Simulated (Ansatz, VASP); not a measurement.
One calculation of BeRh2, two programs

```
Be Rh
1.0
    -2.20828    2.20828    3.85984
     2.20828   -2.20828    3.85984
     2.20828    2.20828   -3.85984
Be Rh
2 4
Direct
  0.00000 0.00000 0.00000
  0.75000 0.25000 0.50000
  0.28622 0.28622 0.00000
  0.03622 0.53622 0.50000
  0.46378 0.96378 0.50000
  0.71378 0.71378 0.00000
```

Alike in both runs: functional PBE; k mesh 6 × 6 × 6; occupations gaussian, width 0.1 eV; no spin polarisation.

Ansatz relaxed the structure, and its values are those at the end. VASP's run is a single point on that final structure, the one shown.

|  | VASP | Ansatz |
| --- | --- | --- |
| version | VASP 6.6.1 | Ansatz 0.2.0 |
| potentials or method | VASP PAW PBE potentials, release 64 (Be, Rh_pv), cutoff 520 eV | scalar-relativistic, plane waves, PAW |
| valence electrons in the cell | 64 | 72 |

```tsv
	VASP	Ansatz	Ansatz less VASP
gap on the k mesh at the Fermi level (eV)	none	none	-
pressure (GPa)	0.1	0.0	-0.12
rms of the force components (eV/Å)	0.006	0.002	-0.0045
```

A gap of «none» marks a metal or a gap that the smearing closes. VASP's potentials hold 64 valence electrons a cell and Ansatz's 72, so a difference there can come from the potentials and not from the codes.
